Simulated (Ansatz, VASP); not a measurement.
# One calculation of In, two programs

Contents of INCAR:

```
PREC = Accurate ; ENCUT = 520
EDIFF = 1E-7 ; ISMEAR = -1
SIGMA = 0.1 ; LREAL = F
LASPH = T ; NELM = 60
ALGO = Normal ; ISIF = 2
LWAVE = F ; LCHARG = F
GGA = PE ; NBANDS = 12
```

The input KPOINTS:

```
Automatic mesh
0
Gamma
  11 11 14
```

The input POSCAR:

```
In
1.0
   -1.6482197047      1.6973406184      2.5249789927
    1.6973406184     -1.6482197047      2.5249789927
    1.6043570008      1.6043570008     -2.4927016059
In
1
Direct
    0.0000000000      0.0000000000      0.0000000000
```

Input for Ansatz:

```yaml
crystal:
  lattice:
    - [-1.6482197047, 1.6973406184, 2.5249789927]
    - [1.6973406184, -1.6482197047, 2.5249789927]
    - [1.6043570008, 1.6043570008, -2.4927016059]
  atoms:
    - { symbol: In, position: [0.0, 0.0, 0.0] }
hamiltonian:
  xc: pbe
  pseudopotentials:
    kind: paw
    azcp:
      In: "pseudopotentials/In.paw.azcp"
basis:
  ecutwfc: 420
  fft_grid_basis: typed
kpoints:
  mp_grid: { grid: [11, 11, 14], shift: [0, 0, 0] }
magnetization:
  spin_polarized: false
scf:
  occupations: { method: fermi_dirac, width: 0.1 }
  lower_state_search: "off"
output:
  stress: true
```

Alike in both runs: task single point; functional PBE; k mesh 11 × 11 × 14; occupations fermi-dirac, width 0.1 eV; no spin polarisation.

|  | VASP | Ansatz |
| --- | --- | --- |
| version | VASP 6.6.1 | Ansatz 0.2.0 |
| potentials or method | VASP PAW PBE potentials, release 64 (In_d), cutoff 520 eV | plane waves (420 eV) with PAW, scalar-relativistic |
| valence electrons in the cell | 13 | 13 |

|  | VASP | Ansatz | Ansatz less VASP |
| --- | --- | --- | --- |
| pressure (GPa) | 0.0 | 0.0 | +0.04 |
| traceless stress, the component that is largest in VASP (GPa) | -0.23 | -0.23 | -0.001 |
